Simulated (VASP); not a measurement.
Cr, 1 atom in the cell. Symmetry: Fm-3m, No. 225, cubic system. Conventional cell: a = 3.752 Å, b = 3.752 Å, c = 3.752 Å, α = 90.00°, β = 90.00°, γ = 90.00°. Within 3.5 Å of Cr (site symmetry m-3m) lie 12 Cr at 2.65 Å. This isn't the form of Cr at room conditions, which is bcc.

- Program: VASP 6.6.1
- Task: electric field gradients
- Functional: PBE
- Potentials or basis: VASP PAW PBE potentials, release 64 (Cr_pv)
- Cutoff: 520 eV
- k mesh: 19 × 19 × 19
- Occupations: fermi-dirac, width 0.03 eV
- Spin: collinear spin, ferromagnetic start
- Starting moments: [3.0] μB
- Dipole correction: no
- Further INCAR settings: ALGO = Normal; EDIFF = 1e-08; NBANDS = 16

Potentials or basis: VASP PAW PBE potentials, release 64 (Cr_pv).

The run is started by

```bash
$ cat potpaw_PBE.64/Cr_pv/POTCAR > POTCAR
$ mpirun -np 1 vasp_std > vasp.out
```

Hardware: 1 thread of Intel(R) Xeon(R) Platinum 8175M CPU @ 2.50GHz (Skylake/Cascade Lake), with other jobs on the host.

Estimate the wall time of this run.

It took 2.1 min on 1 thread of Intel(R) Xeon(R) Platinum 8175M CPU @ 2.50GHz (Skylake/Cascade Lake) (shared host), peak memory 0.19 GiB. Counts: scf iterations 19, k points 220.
